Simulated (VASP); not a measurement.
Write the native input for VASP 6.6.1 that does the following.

```
Task                   : single point
Functional             : r2SCAN
Potentials or basis    : VASP PAW PBE potentials, release 64 (Ag, Cl)
Cutoff                 : 520 eV
k mesh                 : 10 × 10 × 10
Occupations            : gaussian, width 0.05 eV
Spin                   : no spin polarisation
Dipole correction      : no
Further INCAR settings : ALGO = Normal; EDIFF = 1e-07; NBANDS = 16
```

AgCl:

```
Ag Cl
1.0
     3.52857   -0.54286   -0.54286
    -0.54286    3.52857   -0.54286
    -0.54286   -0.54286    3.52857
Ag Cl
1 1
Direct
  0.00000 0.00000 0.00000
  0.50000 0.50000 0.50000
```

This cell differs from its parent crystal: ratio of the length along [111] to the lengths across it x 0.6, volume and fractional coordinates fixed.

These files were run (other wordings do the same):

POSCAR

```
AgCl
1.0
    3.5285684984     -0.5428566921     -0.5428566921
   -0.5428566921      3.5285684984     -0.5428566921
   -0.5428566921     -0.5428566921      3.5285684984
Ag Cl
1 1
Direct
    0.0000000000      0.0000000000      0.0000000000
    0.5000000000      0.5000000000      0.5000000000
```

INCAR.step1

```
SYSTEM = AgCl
PREC = Accurate
ENCUT = 520
ISMEAR = 0
SIGMA = 0.05
LREAL = .False.
LASPH = .True.
NELM = 100
NBANDS = 16
GGA = PE
ALGO = Normal
EDIFF = 1E-4
LWAVE = .True.
LCHARG = .False.
```

INCAR.step2

```
SYSTEM = AgCl
PREC = Accurate
ENCUT = 520
EDIFF = 1E-7
ISMEAR = 0
SIGMA = 0.05
LREAL = .False.
LASPH = .True.
NELM = 100
ALGO = Normal
ISIF = 2
LWAVE = .False.
LCHARG = .False.
METAGGA = R2SCAN
LMIXTAU = .True.
NBANDS = 16
ISTART = 1
```

KPOINTS

```
regular mesh
0
Gamma
  10 10 10
  0 0 0
```

Potentials or basis: VASP PAW PBE potentials, release 64 (Ag, Cl).

Run with:

```bash
$ cat potpaw_PBE.64/Ag/POTCAR potpaw_PBE.64/Cl/POTCAR > POTCAR
$ cp INCAR.step1 INCAR
$ mpirun -np 1 vasp_std > vasp.out
$ cp INCAR.step2 INCAR
$ mpirun -np 1 vasp_std > vasp.out
```

It gave:

```
Pressure               : 22.4 GPa
Band gap on the k mesh : 2.25 eV, indirect (least direct gap 3.66 eV)
```

Caveat: the PAW data sets were made with another functional, which shifts forces and pressure a little.

It took 2.6 min on 1 thread of AMD EPYC 9R45 96-Core Processor (Zen 5) (shared host), peak memory 0.19 GiB.
